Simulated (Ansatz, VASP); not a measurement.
BN: VASP beside Ansatz

Contents of INCAR:

```
PREC = Accurate
ENCUT = 520
EDIFF = 1E-7
ISMEAR = 0
SIGMA = 0.05
LREAL = F
LASPH = T
NELM = 60
ALGO = Normal
ISIF = 2
LWAVE = F
LCHARG = F
GGA = PE
NBANDS = 16
```

File KPOINTS:

```
regular mesh
0
Gamma
  12 12 6
```

Contents of POSCAR:

```
BN
1.0
    2.5539396017      0.0000000000      0.0000000000
   -1.2769698009      2.2117765748      0.0000000000
    0.0000000000      0.0000000000      4.2268550000
B N
2 2
Direct
    0.6666666667      0.3333333333      0.9997240000
    0.3333333333      0.6666666667      0.4997240000
    0.7540105546      0.3972734970      0.6725925036
    0.3333333333      0.6666666667      0.1252760000
```

Input for Ansatz:

```yaml
crystal:
  lattice:
    - [2.5539396017, 0.0, 0.0]
    - [-1.2769698009, 2.2117765748, 0.0]
    - [0.0, 0.0, 4.226855]
  atoms:
    - { symbol: B, position: [0.6666666667, 0.3333333333, 0.999724] }
    - { symbol: B, position: [0.3333333333, 0.6666666667, 0.499724] }
    - { symbol: "N", position: [0.7540105546, 0.397273497, 0.6725925036] }
    - { symbol: "N", position: [0.3333333333, 0.6666666667, 0.125276] }
basis:
  ecutwfc: 420
kpoints:
  mp_grid: { grid: [12, 12, 6] }
hamiltonian:
  xc: pbe
scf:
  occupations: { method: gaussian, width: 0.05 }
output:
  forces: true
  stress: true
  eigenvalues: true
```

Alike in both runs: task single point; functional PBE; k mesh 12 × 12 × 6; occupations gaussian, width 0.05 eV; no spin polarisation.

|  | VASP | Ansatz |
| --- | --- | --- |
| version | VASP 6.6.1 | Ansatz 0.2.0 |
| potentials or method | VASP PAW PBE potentials, release 64 (B, N), cutoff 520 eV | scalar-relativistic, plane waves, PAW |
| valence electrons in the cell | 16 | 16 |

Ansatz gave:

* gap on the k mesh at the Fermi level (eV): 3.00
* least direct gap on the mesh (eV): 6.72
* pressure (GPa): 11.7
* traceless stress, the component that is largest in VASP (GPa): 7.67
* rms of the force components (eV/Å): 2.987

Question: What did VASP give for the same quantities?

Answer: gap on the k mesh at the Fermi level (eV): 2.98; least direct gap on the mesh (eV): 6.72; pressure (GPa): 11.9; traceless stress, the component that is largest in VASP (GPa): 7.84; rms of the force components (eV/Å): 2.993.

Atom by atom the forces differ by 0.007 eV/Å (rms over components).
